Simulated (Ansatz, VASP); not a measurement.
# Ta3SnO4 in VASP and in Ansatz

```xyz
8
Lattice="4.6382 0.0000 0.0000 0.0000 4.6382 0.0000 0.0000 0.0000 4.6382" Properties=species:S:1:pos:R:3 pbc="T T T"
Ta    0.0000    2.3191    2.3191
Ta    2.3191    0.0000    2.3191
Ta    2.3191    2.3191    0.0000
Sn    0.0000    0.0000    0.0000
O     2.3191    0.0000    0.0000
O     2.3191    2.3191    2.3191
O     0.0000    0.0000    2.3191
O     0.0000    2.3191    0.0000
```

Change from the starting cell: species swapped into the LiMg3O4 type (Pm-3m, No. 221).

Alike in both runs: task relaxation of cell and atoms; functional PBE; k mesh 8 × 8 × 8; occupations gaussian, width 0.1 eV; no spin polarisation.

|  | VASP | Ansatz |
| --- | --- | --- |
| version | VASP 6.6.1 | Ansatz 0.2.0 |
| potentials or method | VASP PAW PBE potentials, release 64 (Ta_pv, Sn_d, O), cutoff 600 eV | scalar-relativistic, plane waves, PAW |
| valence electrons in the cell | 71 | 77 |

VASP gave:

* gap on the k mesh at the Fermi level, each at its own relaxed structure (eV): none
* relaxed volume (Å³/atom): 12.47
* relaxed cell length with the largest relative difference (Å): 4.638

Problem. Which values does Ansatz return?

Solution. gap on the k mesh at the Fermi level, each at its own relaxed structure (eV): none; relaxed volume (Å³/atom): 12.46; relaxed cell length with the largest relative difference (Å): 4.636.

A gap of «none» marks a metal or a gap that the smearing closes. VASP's potentials hold 71 valence electrons a cell and Ansatz's 77, so a difference there can come from the potentials and not from the codes.

Spin-orbit coupling is off throughout. Noted on VASP's run: the relaxation stopped at its first step, so nothing moved.
